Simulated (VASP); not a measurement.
Runs of VASP 6.6.1 on Lu. The structure is that of space group P6_3/mmc (No. 194), or close to it. The cells are those of the table. 

| cell | gap on the mesh (eV) | pressure (GPa) |
| --- | --- | --- |
| a = 3.188, b = 3.188, c = 4.941 Å, angles 90.0, 90.0, 120.0°, 2 atoms | none | 20.9 |
| a = 3.102, b = 3.102, c = 4.797 Å, angles 90.0, 90.0, 120.0°, 2 atoms | none | 31.1 |
| a = 3.305, b = 3.305, c = 5.141 Å, angles 90.0, 90.0, 120.0°, 2 atoms | none | (a) |
| a = 3.465, b = 3.465, c = 5.569 Å, angles 90.0, 90.0, 120.0°, 2 atoms | none | 0.3 |

Alike in all rows: task single point; level r2SCAN; potentials or basis VASP PAW PBE potentials, release 64 (Lu); no spin polarisation; k mesh 6 × 6 × 3; cutoff (eV) 520; smearing gaussian 0.05 eV.

Task: Estimate the missing entries.

Result: (a) 10.6.

Caveats: all runs use coarse meshes; the PAW data sets were made with another functional, which shifts forces and pressure a little; spin-orbit coupling is left out, which moves the levels of the heavy elements.

A k mesh can miss the band edges, and the runs leave out spin-orbit coupling on Lu.

A gap of «none» marks levels without a gap at the run's occupations.
